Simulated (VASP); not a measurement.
# Te2Mo in VASP: settings compared

Te2Mo is run at these levels: PBEsol+U, r2SCAN; tasks: single point.

Everything below comes from runs of VASP 6.6.1. Logs are shortened: lines on timing, memory, paths and dates and some standing lists are left out, and cuts for length are marked.

**The experiment to reproduce.**

“Broadband infrared study of pressure-tunable Fano resonance and metallization transition in 2H-MoTe2”, 2022, pmc:9569381 quotes, for a bulk crystal of Te2Mo at 300 K: band gap 0.88 ± 0.05 eV (indirect).

The results are compared with them further down.

## (1) The cell of the first run

It takes space group P6_3/mmc (No. 194, hexagonal). The conventional cell has a = 3.518 Å, b = 3.518 Å, c = 13.974 Å, α = 90.00°, β = 90.00°, γ = 120.00°. Within 3.7 Å of Te (site symmetry 3m) lie 3 Mo at 2.72 Å and 7 Te at 3.52 to 3.61 Å. Within 3.6 Å of Mo (site symmetry -6m2) lie 6 Te at 2.72 Å and 6 Mo at 3.52 Å.

## (2) Single point, PBEsol+U

The input, INCAR:

```
ALGO = Normal
EDIFF = 1E-7
ENCUT = 520
GGA = PS
ISIF = 2
ISMEAR = -1
LASPH = T
LCHARG = F
LDAU = T
LDAUJ = 0 0
LDAUL = -1 2
LDAUPRINT = 1
LDAUTYPE = 2
LDAUU = 0 1
LMAXMIX = 4
LREAL = F
LWAVE = F
NBANDS = 35
NELM = 150
PREC = Accurate
SIGMA = 0.05
```

The input, KPOINTS:

```
k-points
0
Gamma
  9 9 2
```

The input, POSCAR:

```
Te2Mo
1.0
    3.5182000000      0.0000000000      0.0000000000
   -1.7591000000      3.0468505756      0.0000000000
    0.0000000000      0.0000000000     13.9736000000
Te Mo
4 2
Direct
    0.6666666667      0.3333333333      0.3790000000
    0.3333333333      0.6666666667      0.8790000000
    0.6666666667      0.3333333333      0.1210000000
    0.3333333333      0.6666666667      0.6210000000
    0.6666666667      0.3333333333      0.7500000000
    0.3333333333      0.6666666667      0.2500000000
```

Potentials or basis: VASP PAW PBE potentials, release 64 (Te, Mo_sv).

The run is started by

```bash
cat potpaw_PBE.64/Te/POTCAR potpaw_PBE.64/Mo_sv/POTCAR > POTCAR
mpirun -np 1 vasp_std > vasp.out
```

OUTCAR:

```text
EDIFF = 1E-7
   ENCUT = 520
   GGA = PS
   ISIF = 2
   ISMEAR = -1
   LASPH = T
   LREAL = F
   NELM = 150
   PREC = Accurate

 ion  position               nearest neighbor table
   1  0.667  0.333  0.379-   6 2.72   6 2.72   6 2.72   3 3.61
   2  0.333  0.667  0.879-   5 2.72   5 2.72   5 2.72   4 3.61
   3  0.667  0.333  0.121-   6 2.72   6 2.72   6 2.72   1 3.61
   4  0.333  0.667  0.621-   5 2.72   5 2.72   5 2.72   2 3.61
   5  0.667  0.333  0.750-   2 2.72   4 2.72   2 2.72   4 2.72   2 2.72   4 2.72
   6  0.333  0.667  0.250-   1 2.72   3 2.72   1 2.72   3 2.72   1 2.72   3 2.72

  LATTYP: Found a hexagonal cell.
 ALAT       =     3.5182000000
 C/A-ratio  =     3.9718037633

  Lattice vectors:

 A1 = (   3.5182000000,   0.0000000000,   0.0000000000)
 A2 = (  -1.7591000000,   3.0468505756,   0.0000000000)
 A3 = (   0.0000000000,   0.0000000000,  13.9736000000)

Analysis of symmetry for initial positions (statically):
=====================================================================
 Subroutine PRICEL returns:
 Original cell was already a primitive cell.

 Routine SETGRP: Setting up the symmetry group for a
 hexagonal supercell.

 Subroutine GETGRP returns: Found 24 space group operations
 (whereof 12 operations were pure point group operations)
 out of a pool of 24 trial point group operations.

The static configuration has the point symmetry D_3d.
 The point group associated with its full space group is D_6h.

Analysis of symmetry for dynamics (positions and initial velocities):
=====================================================================
 Subroutine PRICEL returns:
 Original cell was already a primitive cell.

 Routine SETGRP: Setting up the symmetry group for a
 hexagonal supercell.

 Subroutine GETGRP returns: Found 24 space group operations
 (whereof 12 operations were pure point group operations)
 out of a pool of 24 trial point group operations.

The dynamic configuration has the point symmetry D_3d.
 The point group associated with its full space group is D_6h.

 Subroutine INISYM returns: Found 24 space group operations
 (whereof 12 operations are pure point group operations),
 and found     1 'primitive' translations

----------------------------------------------------------------------------------------

                                     Primitive cell

  volume of cell :     149.7890

  direct lattice vectors                    reciprocal lattice vectors
     3.518200000  0.000000000  0.000000000     0.284236257  0.164103880  0.000000000
    -1.759100000  3.046850576  0.000000000     0.000000000  0.328207759  0.000000000
     0.000000000  0.000000000 13.973600000     0.000000000  0.000000000  0.071563520

  length of vectors
     3.518200000  3.518200000 13.973600000     0.328207759  0.328207759  0.071563520

  position of ions in fractional coordinates (direct lattice)
     0.666666667  0.333333333  0.379000000
     0.333333333  0.666666667  0.879000000
     0.666666667  0.333333333  0.121000000
     0.333333333  0.666666667  0.621000000
     0.666666667  0.333333333  0.750000000
     0.333333333  0.666666667  0.250000000

  ion indices of the primitive-cell ions
   primitive index   ion index
                 1           1
                 2           2
                 3           3
                 4           4
                 5           5
                 6           6

----------------------------------------------------------------------------------------

 KPOINTS: k-points

Automatic generation of k-mesh.
 Grid dimensions read from file:
 generate k-points for:    9    9    2

 Generating k-lattice:

  Cartesian coordinates                     Fractional coordinates (reciprocal lattice)
     0.031581806  0.018233764  0.000000000     0.111111111  0.000000000  0.000000000
     0.000000000  0.036467529  0.000000000     0.000000000  0.111111111  0.000000000
     0.000000000  0.000000000  0.035781760     0.000000000  0.000000000  0.500000000

  Length of vectors
     0.036467529  0.036467529  0.035781760

[... 56 lines left out ...]
   IBRION =     -1    ionic relax: 0-MD 1-quasi-New 2-CG
   NFREE  =      0    steps in history (QN), initial steepest desc. (CG)
   ISIF   =      2    stress and relaxation
   ISYM   =      2    0-nonsym 1-usesym 2-fastsym
   POTIM  = 0.5000    time-step for ionic-motion
   TEBEG  =    0.0;   TEEND  =   0.0 temperature during run
   PSTRESS=    0.0 pullay stress
   NELECT =      52.0000    total number of electrons
   NUPDOWN=      -1.0000    fix difference up-down
   EMIN   =  10.00;   EMAX   =-10.00  energy-range for DOS
   EFERMI =   0.00;   METHOD = LEGACY
   ISMEAR =    -1;   SIGMA  =   0.05  broadening in eV -4-tet -1-fermi 0-gaus
   EFERMI_NEDOS =   21; number of points for ismear=-14 and -15
   IALGO  =     38    algorithm
   IMIX   =      4    mixing-type and parameters
     AMIX     =   0.40;   BMIX     =  1.00
     AMIX_MAG =   1.60;   BMIX_MAG =  1.00
  volume/ion in A,a.u.               =      24.96       168.47
  Fermi-wavevector in a.u.,A,eV,Ry     =   1.150578  2.174277 18.011787  1.323829
  Thomas-Fermi vector in A             =   2.287241
   LORBIT       =      0    0 simple, 1 ext, 2 COOP (PROOUT), +10 PAW based schemes
 LDA+U is selected, type is set to LDAUTYPE =  2
   angular momentum for each species LDAUL =    -1    2
   U (eV)           for each species LDAUU =   0.0  1.0
   J (eV)           for each species LDAUJ =   0.0  0.0
   GGA     = PS    functional components
   LHFCALC =     F    Hartree Fock is set to
   AEXX    =    0.0000 exact exchange contribution
   IVDW    =     0    specifies the selected vdW correction
   LEPSILON=     F    determine dielectric tensor
   LRPA    =     F    only Hartree local field effects (RPA)
 non-spin polarized calculation
  energy-cutoff  :      520.00
  volume of cell :      149.79
 maximum number of plane-waves:      4095
 NGX is ok and might be reduce to    28
   NGX = 13   NGY = 13   NGZ = 51

atom =   5  type =  2  l = 2

 onsite density matrix

spin component  1

  0.3977  0.0000  0.0000  0.0000  0.0000
  0.0000  0.4102 -0.0000 -0.0000 -0.0000
  0.0000 -0.0000  0.3952  0.0000  0.0000
  0.0000 -0.0000  0.0000  0.4102 -0.0000
  0.0000 -0.0000  0.0000 -0.0000  0.3977

spin component  2

  0.3977  0.0000  0.0000  0.0000  0.0000
  0.0000  0.4102 -0.0000 -0.0000 -0.0000
  0.0000 -0.0000  0.3952  0.0000  0.0000
  0.0000 -0.0000  0.0000  0.4102 -0.0000
  0.0000 -0.0000  0.0000 -0.0000  0.3977

 occupancies and eigenvectors

  o =  0.3952  v =  0.0000 -0.0000 -1.0000 -0.0000  0.0000  0.0000  0.0000  0.0000  0.0000  0.0000      0.0000  0.0000  0.0000  0.0000  0.0000  0.0000  0.0000  0.0000  0.0000  0.0000
  o =  0.3952  v =  0.0000  0.0000  0.0000  0.0000  0.0000  0.0000 -0.0000 -1.0000 -0.0000  0.0000      0.0000  0.0000  0.0000  0.0000  0.0000  0.0000  0.0000  0.0000  0.0000  0.0000
  o =  0.3977  v =  1.0000  0.0000  0.0000  0.0000  0.0000  0.0000  0.0000  0.0000  0.0000  0.0000      0.0000  0.0000  0.0000  0.0000  0.0000  0.0000  0.0000  0.0000  0.0000  0.0000
  o =  0.3977  v =  0.0000  0.0000  0.0000  0.0000  0.0000  1.0000  0.0000  0.0000  0.0000  0.0000      0.0000  0.0000  0.0000  0.0000  0.0000  0.0000  0.0000  0.0000  0.0000  0.0000
  o =  0.3977  v =  0.0000  0.0000  0.0000  0.0000  0.0000  0.0000 -0.0000 -0.0000  0.0000 -1.0000      0.0000  0.0000  0.0000  0.0000  0.0000  0.0000  0.0000  0.0000  0.0000  0.0000
  o =  0.3977  v =  0.0000 -0.0000 -0.0000  0.0000 -1.0000  0.0000  0.0000  0.0000  0.0000  0.0000      0.0000  0.0000  0.0000  0.0000  0.0000  0.0000  0.0000  0.0000  0.0000  0.0000
  o =  0.4102  v =  0.0000  0.0000 -0.0000  1.0000 -0.0000  0.0000  0.0000  0.0000  0.0000  0.0000      0.0000  0.0000  0.0000  0.0000  0.0000  0.0000  0.0000  0.0000  0.0000  0.0000
  o =  0.4102  v =  0.0000  0.0000  0.0000  0.0000  0.0000  0.0000  0.0000 -0.0000  1.0000 -0.0000      0.0000  0.0000  0.0000  0.0000  0.0000  0.0000  0.0000  0.0000  0.0000  0.0000
  o =  0.4102  v =  0.0000  0.0000  0.0000  0.0000  0.0000  0.0000 -1.0000  0.0000  0.0000  0.0000      0.0000  0.0000  0.0000  0.0000  0.0000  0.0000  0.0000  0.0000  0.0000  0.0000
  o =  0.4102  v =  0.0000 -1.0000  0.0000  0.0000  0.0000  0.0000  0.0000  0.0000  0.0000  0.0000      0.0000  0.0000  0.0000  0.0000  0.0000  0.0000  0.0000  0.0000  0.0000  0.0000

atom =   6  type =  2  l = 2

 onsite density matrix

spin component  1

  0.3977  0.0000  0.0000 -0.0000  0.0000
  0.0000  0.4102  0.0000 -0.0000 -0.0000
  0.0000  0.0000  0.3952 -0.0000  0.0000
 -0.0000 -0.0000 -0.0000  0.4102 -0.0000
  0.0000 -0.0000  0.0000 -0.0000  0.3977

spin component  2

  0.3977  0.0000  0.0000 -0.0000  0.0000
  0.0000  0.4102  0.0000 -0.0000 -0.0000
  0.0000  0.0000  0.3952 -0.0000  0.0000
 -0.0000 -0.0000 -0.0000  0.4102 -0.0000
  0.0000 -0.0000  0.0000 -0.0000  0.3977

 occupancies and eigenvectors

  o =  0.3952  v =  0.0000  0.0000 -1.0000  0.0000  0.0000  0.0000  0.0000  0.0000  0.0000  0.0000      0.0000  0.0000  0.0000  0.0000  0.0000  0.0000  0.0000  0.0000  0.0000  0.0000
  o =  0.3952  v =  0.0000  0.0000  0.0000  0.0000  0.0000  0.0000  0.0000 -1.0000  0.0000  0.0000      0.0000  0.0000  0.0000  0.0000  0.0000  0.0000  0.0000  0.0000  0.0000  0.0000
  o =  0.3977  v =  1.0000  0.0000  0.0000  0.0000  0.0000  0.0000  0.0000  0.0000  0.0000  0.0000      0.0000  0.0000  0.0000  0.0000  0.0000  0.0000  0.0000  0.0000  0.0000  0.0000
  o =  0.3977  v =  0.0000  0.0000  0.0000  0.0000  0.0000  1.0000  0.0000  0.0000  0.0000  0.0000      0.0000  0.0000  0.0000  0.0000  0.0000  0.0000  0.0000  0.0000  0.0000  0.0000
  o =  0.3977  v =  0.0000  0.0000  0.0000  0.0000  0.0000  0.0000  0.0000 -0.0000 -0.0000 -1.0000      0.0000  0.0000  0.0000  0.0000  0.0000  0.0000  0.0000  0.0000  0.0000  0.0000
  o =  0.3977  v =  0.0000  0.0000 -0.0000 -0.0000 -1.0000  0.0000  0.0000  0.0000  0.0000  0.0000      0.0000  0.0000  0.0000  0.0000  0.0000  0.0000  0.0000  0.0000  0.0000  0.0000
  o =  0.4102  v =  0.0000 -0.0000 -0.0000  1.0000 -0.0000  0.0000  0.0000  0.0000  0.0000  0.0000      0.0000  0.0000  0.0000  0.0000  0.0000  0.0000  0.0000  0.0000  0.0000  0.0000
  o =  0.4102  v =  0.0000  0.0000  0.0000  0.0000  0.0000  0.0000 -0.0000 -0.0000  1.0000 -0.0000      0.0000  0.0000  0.0000  0.0000  0.0000  0.0000  0.0000  0.0000  0.0000  0.0000
  o =  0.4102  v =  0.0000  0.0000  0.0000  0.0000  0.0000  0.0000 -1.0000 -0.0000 -0.0000 -0.0000      0.0000  0.0000  0.0000  0.0000  0.0000  0.0000  0.0000  0.0000  0.0000  0.0000
  o =  0.4102  v =  0.0000 -1.0000 -0.0000 -0.0000 -0.0000  0.0000  0.0000  0.0000  0.0000  0.0000      0.0000  0.0000  0.0000  0.0000  0.0000  0.0000  0.0000  0.0000  0.0000  0.0000

 number of electron      51.9999997 magnetization

 Free energy of the ion-electron system (eV)
  ---------------------------------------------------
  ext. energy  EPLUGINS =         0.00000000
  ---------------------------------------------------
  free energy    TOTEN  =       -36.98237824 eV

  energy without entropy =      -36.98234586  energy(sigma->0) =      -36.98236205

 E-fermi :   8.3956     XC(G=0): -10.5821

 val. band max:        8.0449871811   @ k =   0.0000   0.0000   0.0000
 cond. band min:       8.7948116283   @ k =   0.2222   0.2222   0.0000
 fundamental gap:      0.7498244472
 Fermi energy:         8.3956376518

 k-point     1 :       0.0000    0.0000    0.0000
  band No.  band energies     occupation
      1     -52.7992      2.00000
      2     -52.7992      2.00000
      3     -26.9895      2.00000
      4     -26.9895      2.00000
      5     -26.8626      2.00000
      6     -26.8626      2.00000
[... 901 lines left out ...]
     34      11.6313      0.00000
     35      12.9423      0.00000

------------------------ aborting loop because EDIFF is reached ----------------------------------------

  FORCE on cell =-STRESS in cart. coord.  units (eV):
  Direction    XX          YY          ZZ          XY          YZ          ZX
  --------------------------------------------------------------------------------------
  -------------------------------------------------------------------------------------
  Total       -0.8838967     -0.8838967     -0.0881714      0.0000000      0.0000000      0.0000000
  in kB       -9.4543594     -9.4543594     -0.9431016      0.0000000      0.0000000      0.0000000
  external PRESSURE =      -6.6172735 kB  Pullay stress =       0.0000000 kB

 VOLUME and BASIS-vectors are now :
 -----------------------------------------------------------------------------
  energy-cutoff  :      520.00
  volume of cell :      149.79
      direct lattice vectors                 reciprocal lattice vectors
     3.518200000  0.000000000  0.000000000     0.284236257  0.164103880  0.000000000
    -1.759100000  3.046850576  0.000000000     0.000000000  0.328207759  0.000000000
     0.000000000  0.000000000 13.973600000     0.000000000  0.000000000  0.071563520

 POSITION                                       TOTAL-FORCE (eV/Angst)
 -----------------------------------------------------------------------------------
      1.75910      1.01562      5.29599        -0.000000      0.000000     -0.011554
     -0.00000      2.03123     12.28279         0.000000     -0.000000     -0.011554
      1.75910      1.01562      1.69081        -0.000000      0.000000      0.011554
     -0.00000      2.03123      8.67761         0.000000     -0.000000      0.011554
      1.75910      1.01562     10.48020         0.000000      0.000000     -0.000000
     -0.00000      2.03123      3.49340        -0.000000      0.000000     -0.000000
 -----------------------------------------------------------------------------------
    total drift:                               -0.000000      0.000000     -0.000000

  FREE ENERGIE OF THE ION-ELECTRON SYSTEM (eV)
  ---------------------------------------------------
  free  energy   TOTEN  =       -36.9823782366 eV

  energy  without entropy=      -36.9823458629  energy(sigma->0) =      -36.98236205
```

It took 1.7 min on 1 thread of AMD EPYC 9R45 (Zen 5), shared host; peak memory 0.3 GiB.

Results:

```
Free energy            : -36.9824 eV
Pressure               : -0.7 GPa
Largest force          : 0.012 eV/Å
Band gap on the k mesh : 0.75 eV (least direct gap 1.04 eV)
```

Forces in eV/Å, atoms in the order of the input:
```
Te   0.000  0.000 -0.012
Te   0.000  0.000 -0.012
Te   0.000  0.000  0.012
Te   0.000  0.000  0.012
Mo   0.000  0.000  0.000
Mo   0.000  0.000  0.000
```

Levels at points of the mesh, in eV from the valence-band top:
| k point | band 23 | band 24 | band 25 | band 26 | band 27 | band 28 | band 29 | band 30 |
| --- | --- | --- | --- | --- | --- | --- | --- | --- |
| (0.00, 0.00, 0.00) | -1.03 | -1.03 | -0.34 | 0.00 | 2.89 | 2.89 | 3.02 | 3.02 |
| (0.00, 0.00, 0.50) | -1.05 | -1.05 | -0.08 | -0.08 | 2.93 | 2.93 | 2.93 | 2.93 |

Eigenvalues of the final occupation matrices:
| site | spin | trace | eigenvalues |
| --- | --- | --- | --- |
| site 5 d | 1 | 2.01 | 0.40 0.40 0.40 0.41 0.41 |
| site 5 d | 2 | 2.01 | 0.40 0.40 0.40 0.41 0.41 |
| site 6 d | 1 | 2.01 | 0.40 0.40 0.40 0.41 0.41 |
| site 6 d | 2 | 2.01 | 0.40 0.40 0.40 0.41 0.41 |

Caveat: the PAW data sets were made with another functional, which shifts forces and pressure a little; spin-orbit coupling is left out, which moves the levels of the heavy elements; an odd mesh through Γ misses points on the zone boundary, where band edges can lie; this functional lacks dispersion, which binds the layers, so the pressure and a relaxed spacing across them are unreliable; the U is typed as a test and isn't derived for this compound.

(Part 1 of 2 ends here.)
